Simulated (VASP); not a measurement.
W: single point with PBEsol

The system is W.

```
CELL_PARAMETERS angstrom
-1.57718 1.45889 1.57718
1.57718 -1.45889 1.57718
1.57718 1.45889 -1.57718
ATOMIC_POSITIONS crystal
W 0.00000 0.00000 0.00000
```

This cell differs from its parent crystal: strain -0.0750 x Voigt [0, 1, 0, 0, 0, 0].

```yaml
Program: VASP 6.6.1
Task: single point
Functional: PBEsol
Potentials_or_basis: VASP PAW PBE potentials, release 64 (W_sv)
Cutoff: 520 eV
k_mesh: 26 × 26 × 26
Occupations: gaussian, width 0.15 eV
Spin: no spin polarisation
```

| Item | Value |
| --- | --- |
| Pressure | 31.8 GPa |
| Band gap on the k mesh | zero (bands 7 and 8 overlap by 7.13 eV) |

Stress tensor (GPa, compression positive):
```
20.94  0.00  0.00
 0.00 53.44  0.00
 0.00  0.00 20.94
```

Levels at points of the mesh, in eV from the Fermi level:
| k point | band 3 | band 4 | band 5 | band 6 | band 7 | band 8 | band 9 | band 10 | band 11 | band 12 |
| --- | --- | --- | --- | --- | --- | --- | --- | --- | --- | --- |
| (0.00, 0.00, 0.00) | -37.48 | -37.42 | -10.15 | -2.15 | -0.94 | -0.94 | 1.53 | 3.19 | 14.25 | 14.25 |
| (0.50, 0.00, 0.00) | -38.05 | -37.53 | -6.91 | -4.40 | 1.31 | 2.42 | 4.31 | 6.97 | 11.66 | 12.79 |
| (0.00, 0.50, 0.00) | -37.90 | -37.43 | -6.89 | -3.18 | 0.59 | 1.33 | 2.95 | 6.80 | 11.95 | 12.13 |
| (0.50, 0.50, 0.50) | -38.74 | -38.43 | -6.73 | -6.50 | 5.73 | 5.73 | 6.11 | 8.29 | 8.29 | 10.47 |

Wall time 2.4 min on 1 thread of Intel(R) Xeon(R) Platinum 8488C (Sapphire Rapids), on a shared host, peak memory 0.33 GiB.

Caveat: the cell differs from its parent crystal (strain -0.0750 x Voigt [0, 1, 0, 0, 0, 0]); the stress differs along the axes, from 21 to 53 GPa; the PAW data sets were made with another functional, which shifts forces and pressure a little; spin-orbit coupling is left out, which moves the levels of the heavy elements.
